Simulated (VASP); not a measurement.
Input of a VASP 6.6.1 run:

POSCAR

```
K
1.0
    0.0000000000      4.8323481487      4.8323481487
    4.8323481487      0.0000000000      4.8323481487
    4.8323481487      4.8323481487      0.0000000000
K
2
Direct
    0.5000000000      0.5000000000      0.5000000000
    0.7500000000      0.7500000000      0.7500000000
```

File INCAR.step1:

```
SYSTEM = K
PREC     = Accurate       ! precision mode
ENCUT    = 520            ! plane-wave cutoff, eV
ISMEAR   = 0              ! smearing method
SIGMA    = 0.1            ! smearing width, eV
LREAL    = .FALSE.        ! projectors in reciprocal space
LASPH    = .TRUE.         ! aspherical terms in the spheres
NELM     = 60             ! most SCF steps
NBANDS   = 16             ! bands
GGA      = PE             ! functional
ALGO     = Normal         ! electronic algorithm
EDIFF    = 1E-4           ! SCF threshold, eV
LWAVE    = .TRUE.         ! write WAVECAR
LCHARG   = .FALSE.        ! write CHGCAR
```

File INCAR.step2:

```
SYSTEM = K
PREC     = Accurate       ! precision mode
ENCUT    = 520            ! plane-wave cutoff, eV
EDIFF    = 1E-6           ! SCF threshold, eV
ISMEAR   = 0              ! smearing method
SIGMA    = 0.1            ! smearing width, eV
LREAL    = .FALSE.        ! projectors in reciprocal space
LASPH    = .TRUE.         ! aspherical terms in the spheres
NELM     = 60             ! most SCF steps
ALGO     = Normal         ! electronic algorithm
ISIF     = 2              ! what is computed and relaxed
LWAVE    = .FALSE.        ! write WAVECAR
LCHARG   = .FALSE.        ! write CHGCAR
METAGGA  = R2SCAN         ! meta-GGA
LMIXTAU  = .TRUE.       
NBANDS   = 16             ! bands
ISTART   = 1
```

File KPOINTS:

```
Automatic mesh
0
G
  10 10 10
  0 0 0
```

Potentials or basis: VASP PAW PBE potentials, release 64 (K_sv).

Run with:

```sh
$ cat potpaw_PBE.64/K_sv/POTCAR > POTCAR
$ cp INCAR.step1 INCAR
$ mpirun -np 1 vasp_std > vasp.out
$ cp INCAR.step2 INCAR
$ mpirun -np 1 vasp_std > vasp.out
```

Predict the pressure.

0.0 GPa.

What does it give for the band gap on the k mesh?

Zero (bands 9 and 10 overlap by 0.44 eV).

Caveat: the PAW data sets were made with another functional, which shifts forces and pressure a little.
